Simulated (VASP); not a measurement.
# TiCo (Fm-3m) in VASP: further runs

The runs below take TiCo through single point, relaxation of cell and atoms, with PBE.

Everything below comes from runs of VASP 6.6.1. Logs are shortened: lines on timing, memory, paths and dates and some standing lists are left out, and cuts for length are marked.

### 1 The cell of the first run

The structure is cubic, space group Fm-3m (No. 225). Conventional cell: a = 4.590 Å, b = 4.590 Å, c = 4.590 Å, α = 90.00°, β = 90.00°, γ = 90.00°. Ti (site symmetry m-3m) has 6 Co at 2.29 Å within 3.0 Å. Co (site symmetry m-3m) has 6 Ti at 2.29 Å within 3.0 Å.

The cell was generated, and may not be a known phase.

### 2 Single point, PBE, collinear spin, ferromagnetic start

File INCAR:

```
SYSTEM = TiCo
PREC = Accurate
ENCUT = 520
EDIFF = 1E-6
ISMEAR = 0
SIGMA = 0.1
LREAL = .FALSE.
LASPH = .TRUE.
NELM = 150
ALGO = Normal
ISIF = 2
LWAVE = .FALSE.
LCHARG = .FALSE.
ISPIN = 2
MAGMOM = 0 3
LORBIT = 11
LMAXMIX = 4
GGA = PE
NBANDS = 22
```

File KPOINTS:

```
regular mesh
0
G
  6 6 6
  0 0 0
```

File POSCAR:

```
TiCo
1.0
    0.0000000000      2.2949231600      2.2949231600
    2.2949231600      0.0000000000      2.2949231600
    2.2949231600      2.2949231600      0.0000000000
Ti Co
1 1
Direct
    0.0000000000      0.0000000000      0.0000000000
    0.5000000000      0.5000000000      0.5000000000
```

Potentials or basis: VASP PAW PBE potentials, release 64 (Ti_sv, Co).

Command:

```console
> cat potpaw_PBE.64/Ti_sv/POTCAR potpaw_PBE.64/Co/POTCAR > POTCAR
> mpirun -np 1 vasp_std > vasp.out
```

OUTCAR:

```text
SYSTEM = TiCo
   PREC = Accurate
   ENCUT = 520
   EDIFF = 1E-6
   ISMEAR = 0
   LREAL = .FALSE.
   LASPH = .TRUE.
   NELM = 150
   ISIF = 2
   ISPIN = 2
   LORBIT = 11
   GGA = PE

 ion  position               nearest neighbor table
   1  0.000  0.000  0.000-   2 2.29   2 2.29   2 2.29   2 2.29   2 2.29   2 2.29
   2  0.500  0.500  0.500-   1 2.29   1 2.29   1 2.29   1 2.29   1 2.29   1 2.29

  LATTYP: Found a face centered cubic cell.
 ALAT       =     4.5898463200

  Lattice vectors:

 A1 = (   0.0000000000,   2.2949231600,   2.2949231600)
 A2 = (   2.2949231600,   0.0000000000,   2.2949231600)
 A3 = (   2.2949231600,   2.2949231600,   0.0000000000)

Analysis of symmetry for initial positions (statically):
=====================================================================
 Subroutine PRICEL returns:
 Original cell was already a primitive cell.

 Routine SETGRP: Setting up the symmetry group for a
 face centered cubic supercell.

 Subroutine GETGRP returns: Found 48 space group operations
 (whereof 48 operations were pure point group operations)
 out of a pool of 48 trial point group operations.

The static configuration has the point symmetry O_h .

Analysis of symmetry for dynamics (positions and initial velocities):
=====================================================================
 Subroutine PRICEL returns:
 Original cell was already a primitive cell.

 Routine SETGRP: Setting up the symmetry group for a
 face centered cubic supercell.

 Subroutine GETGRP returns: Found 48 space group operations
 (whereof 48 operations were pure point group operations)
 out of a pool of 48 trial point group operations.

The dynamic configuration has the point symmetry O_h .

Analysis of structural, dynamic, and magnetic symmetry:
=====================================================================
 Subroutine PRICEL returns:
 Original cell was already a primitive cell.

 Routine SETGRP: Setting up the symmetry group for a
 face centered cubic supercell.

 Subroutine GETGRP returns: Found 48 space group operations
 (whereof 48 operations were pure point group operations)
 out of a pool of 48 trial point group operations.

The overall configuration has the point symmetry O_h .

 Subroutine INISYM returns: Found 48 space group operations
 (whereof 48 operations are pure point group operations),
 and found     1 'primitive' translations

----------------------------------------------------------------------------------------

                                     Primitive cell

  volume of cell :      24.1732

  direct lattice vectors                    reciprocal lattice vectors
     0.000000000  2.294923160  2.294923160    -0.217872218  0.217872218  0.217872218
     2.294923160  0.000000000  2.294923160     0.217872218 -0.217872218  0.217872218
     2.294923160  2.294923160  0.000000000     0.217872218  0.217872218 -0.217872218

  length of vectors
     3.245511457  3.245511457  3.245511457     0.377365752  0.377365752  0.377365752

  position of ions in fractional coordinates (direct lattice)
     0.000000000  0.000000000  0.000000000
     0.500000000  0.500000000  0.500000000

  ion indices of the primitive-cell ions
   primitive index   ion index
                 1           1
                 2           2

----------------------------------------------------------------------------------------

 KPOINTS: regular mesh

Automatic generation of k-mesh.
 Grid dimensions read from file:
 generate k-points for:    6    6    6

 Generating k-lattice:

  Cartesian coordinates                     Fractional coordinates (reciprocal lattice)
    -0.036312036  0.036312036  0.036312036     0.166666667  0.000000000  0.000000000
     0.036312036 -0.036312036  0.036312036     0.000000000  0.166666667  0.000000000
     0.036312036  0.036312036 -0.036312036     0.000000000  0.000000000  0.166666667

  Length of vectors
     0.062894292  0.062894292  0.062894292

  Shift w.r.t. Gamma in fractional coordinates (k-lattice)
     0.000000000  0.000000000  0.000000000

[... 43 lines left out ...]
 maximum number of plane-waves:       660
   NGX = 13   NGY = 13   NGZ = 13

 number of electron      20.9999989 magnetization      -0.0035268

 number of electron      20.9999989 magnetization       0.0002542

 Free energy of the ion-electron system (eV)
  ---------------------------------------------------
  ext. energy  EPLUGINS =         0.00000000
  ---------------------------------------------------
  free energy    TOTEN  =       -14.34652796 eV

  energy without entropy =      -14.33211051  energy(sigma->0) =      -14.33931924

 E-fermi :  10.9192     XC(G=0): -12.9895

 val. band max:       10.9186716505   @ k =  -0.3333   0.1667   0.0000
 cond. band min:      10.9418248897   @ k =  -0.3333   0.3333   0.1667
 fundamental gap:      0.0231532392
 Fermi energy:        10.9192219712

 spin component 1

 k-point     1 :       0.0000    0.0000    0.0000
  band No.  band energies     occupation
      1     -45.6272      1.00000
      2     -21.8065      1.00000
      3     -21.8065      1.00000
      4     -21.8065      1.00000
      5       3.3519      1.00000
      6       7.4681      1.00000
[... 14 lines left out ...]
     21      30.5705      0.00000
     22      30.5705      0.00000
[... 351 lines left out ...]
 k-point    16 :      -0.3333    0.5000    0.1667
  band No.  band energies     occupation
      1     -45.5820      1.00000
      2     -22.0099      1.00000
      3     -21.9367      1.00000
      4     -21.9217      1.00000
      5       6.7199      1.00000
      6       8.1090      1.00000
[... 14 lines left out ...]
     21      30.6079      0.00000
     22      35.3511      0.00000
 Fermi energy:        10.9192219712

 spin component 2

 k-point     1 :       0.0000    0.0000    0.0000
  band No.  band energies     occupation
      1     -45.6272      1.00000
      2     -21.8064      1.00000
      3     -21.8064      1.00000
      4     -21.8064      1.00000
      5       3.3519      1.00000
      6       7.4682      1.00000
[... 14 lines left out ...]
     21      30.5706      0.00000
     22      30.5706      0.00000
[... 352 lines left out ...]
  band No.  band energies     occupation
      1     -45.5820      1.00000
      2     -22.0099      1.00000
      3     -21.9366      1.00000
      4     -21.9216      1.00000
      5       6.7200      1.00000
      6       8.1090      1.00000
[... 14 lines left out ...]
     21      30.6080      0.00000
     22      35.3512      0.00000

------------------------ aborting loop because EDIFF is reached ----------------------------------------

  FORCE on cell =-STRESS in cart. coord.  units (eV):
  Direction    XX          YY          ZZ          XY          YZ          ZX
  --------------------------------------------------------------------------------------
  -------------------------------------------------------------------------------------
  Total        5.0007447      5.0007447      5.0007447      0.0000000     -0.0000000      0.0000000
  in kB      331.4445032    331.4445032    331.4445032      0.0000000     -0.0000000      0.0000000
  external PRESSURE =     331.4445032 kB  Pullay stress =       0.0000000 kB

 VOLUME and BASIS-vectors are now :
 -----------------------------------------------------------------------------
  energy-cutoff  :      520.00
  volume of cell :       24.17
      direct lattice vectors                 reciprocal lattice vectors
     0.000000000  2.294923160  2.294923160    -0.217872218  0.217872218  0.217872218
     2.294923160  0.000000000  2.294923160     0.217872218 -0.217872218  0.217872218
     2.294923160  2.294923160  0.000000000     0.217872218  0.217872218 -0.217872218

 POSITION                                       TOTAL-FORCE (eV/Angst)
 -----------------------------------------------------------------------------------
      0.00000      0.00000      0.00000        -0.000000     -0.000000      0.000000
      2.29492      2.29492      2.29492         0.000000      0.000000     -0.000000
 -----------------------------------------------------------------------------------
    total drift:                                0.000000     -0.000000     -0.000000

  FREE ENERGIE OF THE ION-ELECTRON SYSTEM (eV)
  ---------------------------------------------------
  free  energy   TOTEN  =       -14.3465279644 eV

  energy  without entropy=      -14.3321105071  energy(sigma->0) =      -14.33931924

 total charge

# of ion       s       p       d       tot
------------------------------------------
    1        2.283   6.193   2.122  10.598
    2        0.651   0.421   7.613   8.685
--------------------------------------------------
tot          2.934   6.614   9.735  19.283

 magnetization (x)

# of ion       s       p       d       tot
------------------------------------------
    1       -0.000   0.000   0.000   0.000
    2        0.000   0.000   0.000   0.000
--------------------------------------------------
tot          0.000   0.000   0.000   0.000
```

Wall time 39 s (1 thread of Intel Xeon 8259CL, shared host); peak memory 0.15 GiB.

Results:

```yaml
Free_energy: -14.3465 eV
Pressure: 33.1 GPa
Net_moment: 0.00 μB per cell
Valence_electrons_inside_the_program's_atomic_spheres: Ti 10.60; Co 8.69
```

Levels at points of the mesh, in eV from the Fermi level:
Spin up:
| k point | band 6 | band 7 | band 8 | band 9 | band 10 | band 11 | band 12 | band 13 | band 14 | band 15 |
| --- | --- | --- | --- | --- | --- | --- | --- | --- | --- | --- |
| (0.00, 0.00, 0.00) | -3.45 | -3.45 | -3.26 | -3.26 | -3.26 | 2.84 | 2.84 | 2.84 | 4.38 | 4.38 |
| (0.50, 0.00, 0.00) | -3.52 | -1.82 | -1.82 | -1.13 | -1.13 | -0.06 | -0.06 | 0.71 | 2.42 | 2.42 |
| (0.50, 0.50, 0.00) | -3.35 | -2.75 | -2.06 | -0.97 | -0.97 | -0.44 | 2.57 | 2.88 | 2.88 | 4.50 |
Spin down:
| k point | band 7 | band 8 | band 9 | band 10 | band 11 | band 12 | band 13 | band 14 |
| --- | --- | --- | --- | --- | --- | --- | --- | --- |
| (0.00, 0.00, 0.00) | -3.45 | -3.26 | -3.26 | -3.26 | 2.84 | 2.84 | 2.84 | 4.38 |
| (0.50, 0.00, 0.00) | -1.82 | -1.82 | -1.13 | -1.13 | -0.06 | -0.06 | 0.71 | 2.42 |
| (0.50, 0.50, 0.00) | -2.75 | -2.06 | -0.97 | -0.97 | -0.44 | 2.57 | 2.88 | 2.88 |

Caveat: the k points lie up to 0.40 Å⁻¹ apart; the moments typed at the start vanished in this run.

### 3 Single point, PBE, collinear spin, ferromagnetic start

This run uses another cell than the first one, of 14.28 Å³/atom.

File INCAR:

```
SYSTEM = TiCo
PREC     = Accurate       ! precision mode
ENCUT    = 520            ! plane-wave cutoff, eV
EDIFF    = 1E-6           ! SCF threshold, eV
ISMEAR   = 0              ! smearing method
SIGMA    = 0.1            ! smearing width, eV
LREAL    = .FALSE.        ! projectors in reciprocal space
LASPH    = .TRUE.         ! aspherical terms in the spheres
NELM     = 150            ! most SCF steps
ALGO     = Normal         ! electronic algorithm
ISIF     = 2              ! what is computed and relaxed
LWAVE    = .FALSE.        ! write WAVECAR
LCHARG   = .FALSE.        ! write CHGCAR
ISPIN    = 2              ! spin polarisation
MAGMOM   = 0 3            ! initial moments
LORBIT   = 11             ! projections on sites
LMAXMIX  = 4              ! l up to which the mixer works
GGA      = PE             ! functional
NBANDS   = 22             ! bands
```

KPOINTS is that of step 2.

File POSCAR:

```
TiCo
1.0
    0.0000000000      2.4260555810      2.4260555810
    2.4260555810      0.0000000000      2.4260555810
    2.4260555810      2.4260555810      0.0000000000
Ti Co
1 1
Direct
    0.0000000000      0.0000000000      0.0000000000
    0.5000000000      0.5000000000      0.5000000000
```

Potentials or basis: VASP PAW PBE potentials, release 64 (Ti_sv, Co).

Command:

```console
> cat potpaw_PBE.64/Ti_sv/POTCAR potpaw_PBE.64/Co/POTCAR > POTCAR
> mpirun -np 1 vasp_std > vasp.out
```

Run time: 73 s. Hardware: 1 thread of Intel Xeon 8259CL, shared host; peak memory 0.18 GiB.

The run converged. Its results:

```yaml
Free_energy: -14.7381 eV
Pressure: -0.3 GPa
Net_moment: 0.00 μB per cell
Valence_electrons_inside_the_program's_atomic_spheres: Ti 10.32; Co 8.41
```

Levels at points of the mesh, in eV from the Fermi level:
Spin up:
```csv
k point,band 6,band 7,band 8,band 9,band 10,band 11,band 12,band 13,band 14,band 15
"(0.00, 0.00, 0.00)",-2.72,-2.72,-2.50,-2.50,-2.50,2.37,2.37,2.37,3.58,3.58
"(0.50, 0.00, 0.00)",-2.99,-1.44,-1.44,-0.83,-0.83,0.03,0.03,0.41,2.06,2.06
"(0.50, 0.50, 0.00)",-3.01,-2.16,-1.70,-0.69,-0.69,-0.48,2.16,2.42,2.42,3.66
```
Spin down:
| k point | band 8 | band 9 | band 10 | band 11 | band 12 | band 13 |
| --- | --- | --- | --- | --- | --- | --- |
| (0.00, 0.00, 0.00) | -2.50 | -2.50 | -2.50 | 2.37 | 2.37 | 2.37 |
| (0.50, 0.00, 0.00) | -1.44 | -0.83 | -0.83 | 0.03 | 0.03 | 0.41 |
| (0.50, 0.50, 0.00) | -1.70 | -0.69 | -0.69 | -0.48 | 2.16 | 2.42 |

Caveat: the k points lie up to 0.37 Å⁻¹ apart; the moments typed at the start vanished in this run.

### 4 Relaxation of cell and atoms, PBE, collinear spin, ferromagnetic start

File INCAR:

```
SYSTEM = TiCo
  ALGO = Normal
  EDIFF = 1E-6
  EDIFFG = -0.04
  ENCUT = 600
  GGA = PE
  IBRION = 2
  ISIF = 3
  ISMEAR = 0
  ISPIN = 2
  LASPH = .TRUE.
  LCHARG = .FALSE.
  LMAXMIX = 4
  LORBIT = 11
  LREAL = .FALSE.
  LWAVE = .FALSE.
  MAGMOM = 0 3
  NELM = 150
  NSW = 90
  PREC = Accurate
  SIGMA = 0.1
```

File KPOINTS:

```
k-points
0
G
  6 6 6
  0 0 0
```

File POSCAR:

```
TiCo
1.0
    0.0000000000      2.2949231600      2.2949231600
    2.2949231600      0.0000000000      2.2949231600
    2.2949231600      2.2949231600      0.0000000000
Ti Co
1 1
Direct
    0.0000000000      0.0000000000      0.0000000000
    0.5000000000      0.5000000000      0.5000000000
```

Command:

```console
> cat potpaw_PBE.64/Ti_sv/POTCAR potpaw_PBE.64/Co/POTCAR > POTCAR
> mpirun -np 1 vasp_std > vasp.out
```

Run time: 3.1 min. Hardware: 1 thread of Intel Xeon 8259CL, shared host; peak memory 0.18 GiB.

It converged, with:

* Free energy: -14.7358 eV
* Relaxed volume: 14.32 Å³/atom
* Relaxed cell: a = 3.434 Å, b = 3.434 Å, c = 3.434 Å, α = 60.00°, β = 60.00°, γ = 60.00°
* Space group after relaxing (to 0.1 Å): Fm-3m (No. 225)
* Energy gained by relaxing: 194.9 meV/atom
* Ionic steps: 3
* Pressure after relaxing: -0.4 GPa
* Net moment: 0.00 μB per cell
* Valence electrons inside the program's atomic spheres: Ti 10.31; Co 8.41

Step by step:
| step | energy change (eV) | largest force (eV/Å) | pressure (GPa) | volume (Å³) |
| --- | --- | --- | --- | --- |
| 1 | 0.0000 | 0.0000 | 33.11 | 24.17 |
| 2 | -0.0409 | 0.0000 | -17.36 | 34.01 |
| 3 | -0.3897 | 0.0000 | -0.43 | 28.63 |

Final structure:
```
Ti Co
1.0
     0.00000    2.42818    2.42818
     2.42818    0.00000    2.42818
     2.42818    2.42818    0.00000
Ti Co
1 1
Direct
  0.00000 0.00000 0.00000
  0.50000 0.50000 0.50000
```

Levels at points of the mesh, in eV from the Fermi level:
Spin up:
```tsv
k point	band 7	band 8	band 9	band 10	band 11	band 12	band 13	band 14
(0.00, 0.00, 0.00)	-2.71	-2.49	-2.49	-2.49	2.36	2.36	2.36	3.56
(0.50, 0.00, 0.00)	-1.43	-1.43	-0.83	-0.83	0.03	0.03	0.41	2.05
(0.50, 0.50, 0.00)	-2.15	-1.69	-0.69	-0.69	-0.48	2.15	2.41	2.41
```
Spin down:
```tsv
k point	band 7	band 8	band 9	band 10	band 11	band 12	band 13	band 14
(0.00, 0.00, 0.00)	-2.71	-2.49	-2.49	-2.49	2.36	2.36	2.36	3.56
(0.50, 0.00, 0.00)	-1.43	-1.43	-0.83	-0.83	0.03	0.03	0.41	2.05
(0.50, 0.50, 0.00)	-2.15	-1.69	-0.69	-0.69	-0.48	2.15	2.41	2.41
```

Caveat: the k points lie up to 0.37 Å⁻¹ apart in the final cell; the volume moved by over 15 % at a fixed basis, so the end points are rough; the moments typed at the start vanished in this run.

### 5 Single point, PBE

This run uses another cell than the first one, of 14.28 Å³/atom.

File INCAR:

```
PREC = Accurate ; ENCUT = 520
EDIFF = 1E-6 ; ISMEAR = 0
SIGMA = 0.1 ; LREAL = False
LASPH = True ; NELM = 60
ALGO = Normal ; ISIF = 2
LWAVE = False ; LCHARG = True
GGA = PE ; LELF = True
LVHAR = True ; NBANDS = 18
```

File KPOINTS:

```
regular mesh
0
Gamma
  20 20 20
```

File POSCAR:

```
TiCo
1.0
    0.0000000000      2.4260555810      2.4260555810
    2.4260555810      0.0000000000      2.4260555810
    2.4260555810      2.4260555810      0.0000000000
Ti Co
1 1
Direct
    0.0000000000      0.0000000000      0.0000000000
    0.5000000000      0.5000000000      0.5000000000
```

Command:

```console
> cat potpaw_PBE.64/Ti_sv/POTCAR potpaw_PBE.64/Co/POTCAR > POTCAR
> mpirun -np 1 vasp_std > vasp.out
```

It took 4.3 min on 1 thread of Intel Xeon 8259CL, shared host; peak memory 0.27 GiB.

Results (log left out):

* Free energy: -14.7437 eV
* Pressure: -0.3 GPa
* Band gap on the k mesh: zero (an odd number of electrons rules out a gap without spin polarisation)

Levels at points of the mesh, in eV from the Fermi level:
```csv
k point,band 8,band 9,band 10,band 11,band 12,band 13
"(0.00, 0.00, 0.00)",-2.53,-2.53,-2.53,2.34,2.34,2.34
"(0.50, 0.00, 0.00)",-1.47,-0.86,-0.86,0.00,0.00,0.38
"(0.50, 0.50, 0.00)",-1.73,-0.72,-0.72,-0.51,2.13,2.39
```

Caveat: the run has no spin polarisation, though such a crystal can be magnetic. Spin polarisation is off, so any magnetic state and its effect on volume and gap are missing.

### 6 Relaxation of cell and atoms, PBE

This run uses another cell than the first one, of 14.28 Å³/atom.

File INCAR:

```
PREC     = Accurate       # precision mode
ENCUT    = 600            # plane-wave cutoff, eV
EDIFF    = 1E-6           # SCF threshold, eV
ISMEAR   = 0              # smearing method
SIGMA    = 0.1            # smearing width, eV
LREAL    = False          # projectors in reciprocal space
LASPH    = True           # aspherical terms in the spheres
NELM     = 60             # most SCF steps
ALGO     = Fast           # electronic algorithm
ISIF     = 3              # what is computed and relaxed
LWAVE    = False          # write WAVECAR
LCHARG   = False          # write CHGCAR
GGA      = PE             # functional
IBRION   = 2              # ionic algorithm
NSW      = 100            # ionic steps
EDIFFG   = -0.01          # ionic threshold
```

KPOINTS is that of step 5.

POSCAR is that of step 5.

Potentials or basis: VASP PAW PBE potentials, release 64 (Ti_sv, Co).

Command:

```console
> cat potpaw_PBE.64/Ti_sv/POTCAR potpaw_PBE.64/Co/POTCAR > POTCAR
> mpirun -np 1 vasp_std > vasp.out
```

Wall time 16 min (1 thread of Intel Xeon 8259CL, shared host); peak memory 0.29 GiB.

It converged, with:

| Property | Result |
| --- | --- |
| Free energy | -14.7433 eV |
| Relaxed volume | 14.26 Å³/atom |
| Relaxed cell | a = 3.429 Å, b = 3.429 Å, c = 3.429 Å, α = 60.00°, β = 60.00°, γ = 60.00° |
| Space group after relaxing (to 0.1 Å) | Fm-3m (No. 225) |
| Energy gained by relaxing | 0.0 meV/atom |
| Ionic steps | 4 |
| Pressure after relaxing | 0.0 GPa |
| Band gap on the k mesh | zero (an odd number of electrons rules out a gap without spin polarisation) |

Final structure:
```
Ti Co
1.0
     0.00000    2.42482    2.42482
     2.42482    0.00000    2.42482
     2.42482    2.42482    0.00000
Ti Co
1 1
Direct
  0.00000 0.00000 0.00000
  0.50000 0.50000 0.50000
```

Levels at points of the mesh, in eV from the Fermi level:
```csv
k point,band 6,band 7,band 8,band 9,band 10,band 11,band 12,band 13,band 14
"(0.00, 0.00, 0.00)",-2.75,-2.75,-2.53,-2.53,-2.53,2.35,2.35,2.35,3.56
"(0.50, 0.00, 0.00)",-3.03,-1.47,-1.47,-0.86,-0.86,0.00,0.00,0.38,2.04
"(0.50, 0.50, 0.00)",-3.04,-2.19,-1.73,-0.72,-0.72,-0.51,2.14,2.40,2.40
```

Caveat: the run has no spin polarisation, though such a crystal can be magnetic. Spin polarisation is off, so any magnetic state and its effect on volume and gap are missing.

The gap in the log of VASP goes by the Fermi energy; the results here count the filled bands.